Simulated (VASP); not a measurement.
A run of VASP 6.6.1:

INCAR

```
PREC = Accurate
ENCUT = 520
EDIFF = 1E-7
ISMEAR = -1
SIGMA = 0.05
LREAL = False
LASPH = True
NELM = 100
ALGO = Normal
ISIF = 2
LWAVE = False
LCHARG = False
GGA = PS
NBANDS = 18
```

The input KPOINTS:

```
regular mesh
0
Gamma
  12 12 12
```

File POSCAR:

```
Ta
1.0
    3.2820482176      0.0000000000      0.0000000000
    0.0000000000      3.2820482176      0.0000000000
    0.0000000000      0.0000000000      3.2820482176
Ta
2
Direct
    0.0000000000      0.0000000000      0.0000000000
    0.5000000000      0.5000000000      0.5000000000
```

Potentials or basis: VASP PAW PBE potentials, release 64 (Ta_pv).

Run with:

```console
$ cat potpaw_PBE.64/Ta_pv/POTCAR > POTCAR
$ mpirun -np 1 vasp_std > vasp.out
```

Hardware: 1 thread of Intel Xeon 8259CL, with other jobs on the host.

Question: Estimate the wall time of this run.

Answer: Run time: 37 s on 1 thread of Intel Xeon 8259CL, with other jobs on the host, peak memory 0.17 GiB. Counts: scf iterations 12, k points 84.
